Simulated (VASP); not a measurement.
# BaMg2H3: relaxation of cell and atoms with PBE

BaMg2H3:

```xyz
6
Lattice="3.5945 0.0000 0.0000 -1.7972 3.1129 0.0000 0.0000 0.0000 8.7431" Properties=species:S:1:pos:R:3 pbc="T T T"
Ba    0.0000    0.0000    0.0000
Mg    0.0000    2.0753    3.2690
Mg    1.7972    1.0376    5.4741
H     0.0000    2.0753    6.5767
H     1.7972    1.0376    2.1664
H     0.0000    0.0000    4.3716
```

```json
{
  "Program": "VASP 6.6.1",
  "Task": "relaxation of cell and atoms",
  "Functional": "PBE",
  "Potentials or basis": "VASP PAW PBE potentials, release 64 (Ba_sv, Mg_sv, H)",
  "Cutoff": "750 eV",
  "k mesh": "6 × 6 × 2",
  "Occupations": "gaussian, width 0.1 eV",
  "Spin": "no spin polarisation",
  "Dipole correction": "no",
  "Mended": "yes",
  "Further INCAR settings": "ALGO = Normal; EDIFF = 1e-07; IBRION = 2; EDIFFG = -0.04; NSW = 90; ISIF = 3"
}
```

```yaml
Relaxed_volume: 15.82 Å³/atom
Relaxed_cell: a = 3.644 Å, b = 3.644 Å, c = 8.257 Å, α = 90.00°, β = 90.00°, γ = 120.00°
Space_group_after_relaxing_to_0.1_Å: P-3m1 (No. 164)
Energy_gained_by_relaxing: 22.1 meV/atom
Ionic_steps: 8
Pressure_after_relaxing: 0.0 GPa
Largest_force_after_relaxing: 0.036 eV/Å
Band_gap_on_the_k_mesh: zero (an odd number of electrons rules out a gap without spin polarisation)
```

Forces on the atoms (eV/Å):
```
Ba   0.000  0.000  0.000
Mg   0.000  0.000  0.006
Mg   0.000  0.000 -0.006
H    0.000  0.000  0.036
H    0.000  0.000 -0.036
H    0.000  0.000  0.000
```

Stress tensor (GPa, compression positive):
```
-0.02  0.00  0.00
 0.00 -0.02  0.00
 0.00  0.00  0.08
```

Step by step:
```csv
step,energy change (eV),largest force (eV/Å),pressure (GPa),volume (Å³)
1,0.0000,0.5006,-1.02,97.83
2,-0.0400,0.4130,-0.63,96.36
3,-0.0987,0.1571,0.96,92.00
4,-0.0990,0.1576,1.14,91.62
5,-0.1156,0.1484,0.45,93.25
6,-0.1202,0.1422,-0.13,94.79
7,-0.1249,0.1155,-0.10,94.83
8,-0.1329,0.0357,0.01,94.94
```

Final structure:
```
Ba Mg H
1.0
     3.64385    0.00000    0.00000
    -1.82193    3.15567    0.00000
     0.00000    0.00000    8.25679
Ba Mg H
1 2 3
Direct
  0.00000 0.00000 0.00000
  0.33333 0.66667 0.35788
  0.66667 0.33333 0.64212
  0.33333 0.66667 0.76721
  0.66667 0.33333 0.23279
  0.00000 0.00000 0.50000
```

Levels at points of the mesh, in eV from the Fermi level:
```csv
k point,band 13,band 14,band 15,band 16,band 17,band 18,band 19,band 20
"(0.00, 0.00, 0.00)",-8.22,-5.44,-4.66,-0.35,2.40,2.40,2.52,3.72
"(0.50, 0.00, 0.00)",-5.62,-4.66,-4.59,-1.52,-1.10,0.82,0.84,2.68
"(0.00, 0.00, 0.50)",-7.93,-6.48,-3.60,-0.89,2.40,2.40,3.30,4.24
"(0.50, 0.00, 0.50)",-5.41,-5.32,-3.84,-2.11,-0.78,-0.07,1.06,2.78
```

Run time: 2.7 min on 1 thread of AMD EPYC 9R45 (Zen 5), with other jobs on the host, peak memory 0.27 GiB.

Caveat: spin-orbit coupling is left out, which moves the levels of the heavy elements.
